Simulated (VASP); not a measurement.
Wanted: the native input for a VASP 6.6.1 run.

```
Task                   : single point
Functional             : PBE
Potentials or basis    : VASP PAW PBE potentials, release 64 (Al, Ni)
Cutoff                 : 520 eV
k mesh                 : 12 × 12 × 12
Occupations            : gaussian, width 0.15 eV
Spin                   : no spin polarisation
Dipole correction      : no
Further INCAR settings : ALGO = Fast; EDIFF = 1e-06; NBANDS = 14
```

The structure of AlNi lies in POSCAR:

```
AlNi
1.0
    2.8930835342      0.0000000000      0.0000000000
    0.0000000000      2.8930835342      0.0000000000
    0.0000000000      0.0000000000      2.8930835342
Al Ni
1 1
Direct
    0.0000000000      0.0000000000      0.0000000000
    0.5000000000      0.5000000000      0.5000000000
```

These files were run (other wordings do the same):

INCAR

```
ALGO = Fast ; EDIFF = 1E-6
ENCUT = 520 ; GGA = PE
ISIF = 2 ; ISMEAR = 0
LASPH = T ; LCHARG = F
LREAL = F ; LWAVE = F
NBANDS = 14 ; NELM = 60
PREC = Accurate ; SIGMA = 0.15
```

KPOINTS

```
k-points
0
Gamma
  12 12 12
```

Potentials or basis: VASP PAW PBE potentials, release 64 (Al, Ni).

Run with:

```bash
$ cat potpaw_PBE.64/Al/POTCAR potpaw_PBE.64/Ni/POTCAR > POTCAR
$ mpirun -np 1 vasp_std > vasp.out
```

It gave:

| Quantity | Value |
| --- | --- |
| Pressure | -0.1 GPa |
| Band gap on the k mesh | zero (an odd number of electrons rules out a gap without spin polarisation) |

Run time: 22 s on 1 thread of AMD EPYC 7R13 Processor (Zen 3) (shared host), peak memory 0.12 GiB.
